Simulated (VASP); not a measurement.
# Pd (Fm-3m) in VASP: relaxation of cell and atoms with PBE

Aim: the relaxation of cell and atoms of Pd with PBE.

All numbers are computed with VASP 6.6.1; they aren't measurements. Logs are shortened: lines on timing, memory, paths and dates and some standing lists are left out, and cuts for length are marked.

**1. The cell of the first run**

It takes space group Fm-3m (No. 225, cubic). The conventional cell has a = 3.917 Å, b = 3.917 Å, c = 3.917 Å, α = 90.00°, β = 90.00°, γ = 90.00°. Pd (site symmetry m-3m) has 12 Pd at 2.77 Å within 3.7 Å.

**2. Relaxation of cell and atoms, PBE**

INCAR reads:

```
SYSTEM = Pd
ALGO = Normal ; EDIFF = 1E-7
EDIFFG = -0.005 ; ENCUT = 600
GGA = PE ; IBRION = 2
ISIF = 3 ; ISMEAR = 0
LASPH = .True. ; LCHARG = .False.
LREAL = .False. ; LWAVE = .False.
NELM = 60 ; NSW = 100
PREC = Accurate ; SIGMA = 0.1
```

KPOINTS reads:

```
k-points
0
Gamma
  18 18 18
  0 0 0
```

POSCAR reads:

```
Pd
1.0
    0.0000000000      1.9586507900      1.9586507900
    1.9586507900      0.0000000000      1.9586507900
    1.9586507900      1.9586507900      0.0000000000
Pd
1
Direct
    0.0000000000      0.0000000000      0.0000000000
```

Potentials or basis: VASP PAW PBE potentials, release 64 (Pd).

On the command line:

```bash
$ cat potpaw_PBE.64/Pd/POTCAR > POTCAR
$ mpirun -np 1 vasp_std > vasp.out
```

OUTCAR:

```text
SYSTEM = Pd
   EDIFF = 1E-7
   EDIFFG = -0.005
   ENCUT = 600
   GGA = PE
   IBRION = 2
   ISIF = 3
   ISMEAR = 0
   LASPH = .True.
   LREAL = .False.
   NELM = 60
   NSW = 100
   PREC = Accurate

 ion  position               nearest neighbor table
   1  0.000  0.000  0.000-

  LATTYP: Found a face centered cubic cell.
 ALAT       =     3.9173015800

  Lattice vectors:

 A1 = (   0.0000000000,   1.9586507900,   1.9586507900)
 A2 = (   1.9586507900,   0.0000000000,   1.9586507900)
 A3 = (   1.9586507900,   1.9586507900,   0.0000000000)

Analysis of symmetry for initial positions (statically):
=====================================================================
 Subroutine PRICEL returns:
 Original cell was already a primitive cell.

 Routine SETGRP: Setting up the symmetry group for a
 face centered cubic supercell.

 Subroutine GETGRP returns: Found 48 space group operations
 (whereof 48 operations were pure point group operations)
 out of a pool of 48 trial point group operations.

The static configuration has the point symmetry O_h .

Analysis of symmetry for dynamics (positions and initial velocities):
=====================================================================
 Subroutine PRICEL returns:
 Original cell was already a primitive cell.

 Routine SETGRP: Setting up the symmetry group for a
 face centered cubic supercell.

 Subroutine GETGRP returns: Found 48 space group operations
 (whereof 48 operations were pure point group operations)
 out of a pool of 48 trial point group operations.

The dynamic configuration has the point symmetry O_h .

 Subroutine INISYM returns: Found 48 space group operations
 (whereof 48 operations are pure point group operations),
 and found     1 'primitive' translations

----------------------------------------------------------------------------------------

                                     Primitive cell

  volume of cell :      15.0280

  direct lattice vectors                    reciprocal lattice vectors
     0.000000000  1.958650790  1.958650790    -0.255277767  0.255277767  0.255277767
     1.958650790  0.000000000  1.958650790     0.255277767 -0.255277767  0.255277767
     1.958650790  1.958650790  0.000000000     0.255277767  0.255277767 -0.255277767

  length of vectors
     2.769950511  2.769950511  2.769950511     0.442154062  0.442154062  0.442154062

  position of ions in fractional coordinates (direct lattice)
     0.000000000  0.000000000  0.000000000

  ion indices of the primitive-cell ions
   primitive index   ion index
                 1           1

----------------------------------------------------------------------------------------

 KPOINTS: k-points

Automatic generation of k-mesh.
 Grid dimensions read from file:
 generate k-points for:   18   18   18

 Generating k-lattice:

  Cartesian coordinates                     Fractional coordinates (reciprocal lattice)
    -0.014182098  0.014182098  0.014182098     0.055555556  0.000000000  0.000000000
     0.014182098 -0.014182098  0.014182098     0.000000000  0.055555556  0.000000000
     0.014182098  0.014182098 -0.014182098     0.000000000  0.000000000  0.055555556

  Length of vectors
     0.024564115  0.024564115  0.024564115

  Shift w.r.t. Gamma in fractional coordinates (k-lattice)
     0.000000000  0.000000000  0.000000000

 Subroutine IBZKPT returns following result:
 ===========================================

 Found    195 irreducible k-points:

 Following reciprocal coordinates:
            Coordinates               Weight
  0.000000  0.000000  0.000000      1.000000
  0.055556  0.000000  0.000000      8.000000
  0.111111  0.000000  0.000000      8.000000
  0.166667  0.000000  0.000000      8.000000
  0.222222  0.000000  0.000000      8.000000
  0.277778  0.000000  0.000000      8.000000
[... 16 lines left out ...]
 -0.277778  0.055556  0.000000     24.000000
 -0.222222  0.055556  0.000000     24.000000
 [... further k-points ...]
   k-points           NKPTS =    195   k-points in BZ     NKDIM =    195   number of bands    NBANDS=      9
   number of dos      NEDOS =    301   number of ions     NIONS =      1
   total plane-waves  NPLWV =  13824
   dimension x,y,z NGX =    24 NGY =   24 NGZ =   24
   dimension x,y,z NGXF=    48 NGYF=   48 NGZF=   48
   ions per type =               1
   NGX,Y,Z   is equivalent  to a cutoff of  14.40, 14.40, 14.40 a.u.
   NGXF,Y,Z  is equivalent  to a cutoff of  28.81, 28.81, 28.81 a.u.
 SYSTEM =  Pd
   PREC   = accura    normal or accurate (medium, high low for compatibility)
   ISTART =      0    job   : 0-new  1-cont  2-samecut
   ICHARG =      2    charge: 1-file 2-atom 10-const
   ISPIN  =      1    spin polarized calculation?
   LNONCOLLINEAR =      F non collinear calculations
   LSORBIT =      F    spin-orbit coupling
   LASPH  =      T    aspherical Exc in radial PAW
   ENCUT  =  600.0 eV  44.10 Ry    6.64 a.u.   5.53  5.53  5.53*2*pi/ulx,y,z
   NELM   =     60;   NELMIN=  2; NELMDL= -5     # of ELM steps
   EDIFF  = 0.1E-06   stopping-criterion for ELM
   LREAL  =      F    real-space projection
   EDIFFG = -.5E-02   stopping-criterion for IOM
   NSW    =    100    number of steps for IOM
   IBRION =      2    ionic relax: 0-MD 1-quasi-New 2-CG
   NFREE  =      1    steps in history (QN), initial steepest desc. (CG)
   ISIF   =      3    stress and relaxation
   ISYM   =      2    0-nonsym 1-usesym 2-fastsym
   POTIM  = 0.5000    time-step for ionic-motion
   TEBEG  =    0.0;   TEEND  =   0.0 temperature during run
   PSTRESS=    0.0 pullay stress
   NELECT =      10.0000    total number of electrons
   NUPDOWN=      -1.0000    fix difference up-down
   EMIN   =  10.00;   EMAX   =-10.00  energy-range for DOS
   EFERMI =   0.00;   METHOD = LEGACY
   ISMEAR =     0;   SIGMA  =   0.10  broadening in eV -4-tet -1-fermi 0-gaus
   EFERMI_NEDOS =   21; number of points for ismear=-14 and -15
   IALGO  =     38    algorithm
   IMIX   =      4    mixing-type and parameters
     AMIX     =   0.40;   BMIX     =  1.00
     AMIX_MAG =   1.60;   BMIX_MAG =  1.00
  volume/ion in A,a.u.               =      15.03       101.41
  Fermi-wavevector in a.u.,A,eV,Ry     =   1.429249  2.700889 27.793328  2.042752
  Thomas-Fermi vector in A             =   2.549223
   LORBIT       =      0    0 simple, 1 ext, 2 COOP (PROOUT), +10 PAW based schemes
   GGA     = PE    functional components
   LHFCALC =     F    Hartree Fock is set to
   AEXX    =    0.0000 exact exchange contribution
   IVDW    =     0    specifies the selected vdW correction
   LEPSILON=     F    determine dielectric tensor
   LRPA    =     F    only Hartree local field effects (RPA)
 conjugate gradient relaxation of ions
 non-spin polarized calculation
 Gauss-broadening in eV      SIGMA  =   0.10
  energy-cutoff  :      600.00
  volume of cell :       15.03
 maximum number of plane-waves:       531
 NGX is ok and might be reduce to    24
   NGX = 11   NGY = 11   NGZ = 11

--------------------------------------- Ionic step        1  -------------------------------------------

 number of electron      10.0000000 magnetization

 number of electron       9.9999999 magnetization

 Free energy of the ion-electron system (eV)
  ---------------------------------------------------
  ext. energy  EPLUGINS =         0.00000000
  ---------------------------------------------------
  free energy    TOTEN  =        -5.22358332 eV

  energy without entropy =       -5.21164121  energy(sigma->0) =       -5.21761227

------------------------ aborting loop because EDIFF is reached ----------------------------------------

  FORCE on cell =-STRESS in cart. coord.  units (eV):
  Direction    XX          YY          ZZ          XY          YZ          ZX
  --------------------------------------------------------------------------------------
  -------------------------------------------------------------------------------------
  Total        0.2821327      0.2821327      0.2821327      0.0000000      0.0000000     -0.0000000
  in kB       30.0789742     30.0789742     30.0789742      0.0000000      0.0000000     -0.0000000
  external PRESSURE =      30.0789742 kB  Pullay stress =       0.0000000 kB
[... 55 lines left out ...]
  energy  without entropy=       -5.2089590915  energy(sigma->0) =       -5.21524138

--------------------------------------- Ionic step        3  -------------------------------------------

 number of electron      10.0000000 magnetization

 Free energy of the ion-electron system (eV)
  ---------------------------------------------------
  ext. energy  EPLUGINS =         0.00000000
  ---------------------------------------------------
  free energy    TOTEN  =        -5.22593108 eV

  energy without entropy =       -5.21373225  energy(sigma->0) =       -5.21983167

 E-fermi :   9.1869     XC(G=0): -12.9636

 val. band max:        9.1855522475   @ k =  -0.4444   0.3889   0.1111
 cond. band min:       9.1929568298   @ k =  -0.3889   0.3889   0.0556
 fundamental gap:      0.0074045823
 Fermi energy:         9.1868659109

 k-point     1 :       0.0000    0.0000    0.0000
  band No.  band energies     occupation
      1       2.3260      2.00000
      2       6.5102      2.00000
      3       6.5102      2.00000
      4       6.5102      2.00000
      5       8.0295      2.00000
      6       8.0295      2.00000
      7      26.3619      0.00000
      8      30.9369      0.00000
      9      30.9369      0.00000
[... 265 lines left out ...]
 k-point    24 :      -0.2222    0.0556    0.0000
  band No.  band energies     occupation
      1       3.9994      2.00000
      2       6.3046      2.00000
      3       6.8195      2.00000
      4       6.8508      2.00000
      5       7.9209      2.00000
      6       8.4163      2.00000
      7      23.8248      0.00000
      8      27.3051      0.00000
      9      30.9742      0.00000

 [... further k-points ...]

------------------------ aborting loop because EDIFF is reached ----------------------------------------

  FORCE on cell =-STRESS in cart. coord.  units (eV):
  Direction    XX          YY          ZZ          XY          YZ          ZX
  --------------------------------------------------------------------------------------
  -------------------------------------------------------------------------------------
  Total        0.0001493      0.0001493      0.0001493     -0.0000000      0.0000000      0.0000000
  in kB        0.0156505      0.0156505      0.0156505     -0.0000000      0.0000000      0.0000000
  external PRESSURE =       0.0156505 kB  Pullay stress =       0.0000000 kB
[... 16 lines left out ...]
  FREE ENERGIE OF THE ION-ELECTRON SYSTEM (eV)
  ---------------------------------------------------
  free  energy   TOTEN  =        -5.2259310837 eV

  energy  without entropy=       -5.2137322482  energy(sigma->0) =       -5.21983167

 reached required accuracy - stopping structural energy minimisation
```

Run time: 2.3 min. Hardware: 1 thread of AMD EPYC 7R13, shared host; peak memory 0.14 GiB.

Results:

```
Free energy                            : -5.2259 eV
Relaxed volume                         : 15.29 Å³/atom
Relaxed cell                           : a = 2.786 Å, b = 2.786 Å, c = 2.786 Å, α = 60.00°, β = 60.00°, γ = 60.00°
Space group after relaxing (to 0.05 Å) : Fm-3m (No. 225)
Energy gained by relaxing              : 2.3 meV/atom
Ionic steps                            : 3
Pressure after relaxing                : 0.0 GPa
Band gap on the k mesh                 : zero (band 5 reaches 9.46 eV, above the bottom of band 6 at 7.97 eV)
```

The path:
| step | energy change (eV) | largest force (eV/Å) | pressure (GPa) | volume (Å³) |
| --- | --- | --- | --- | --- |
| 1 | 0.0000 | 0.0000 | 3.01 | 15.03 |
| 2 | 0.0021 | 0.0000 | -3.76 | 15.65 |
| 3 | -0.0023 | 0.0000 | 0.00 | 15.29 |

Final structure:
```yaml
crystal:
  lattice:
    - [0.00000, 1.96976, 1.96976]
    - [1.96976, 0.00000, 1.96976]
    - [1.96976, 1.96976, 0.00000]
  atoms:
    - { symbol: Pd, position: [0.00000, 0.00000, 0.00000] }
```

Levels at points of the mesh, in eV from the Fermi level:
| k point | band 3 | band 4 | band 5 | band 6 | band 7 | band 8 |
| --- | --- | --- | --- | --- | --- | --- |
| (0.00, 0.00, 0.00) | -2.68 | -2.68 | -1.16 | -1.16 | 17.18 | 21.75 |
| (0.50, 0.00, 0.00) | -2.72 | -0.02 | -0.02 | 1.10 | 7.05 | 16.52 |
| (0.50, 0.50, 0.00) | -0.05 | 0.27 | 0.27 | 3.36 | 10.41 | 13.02 |
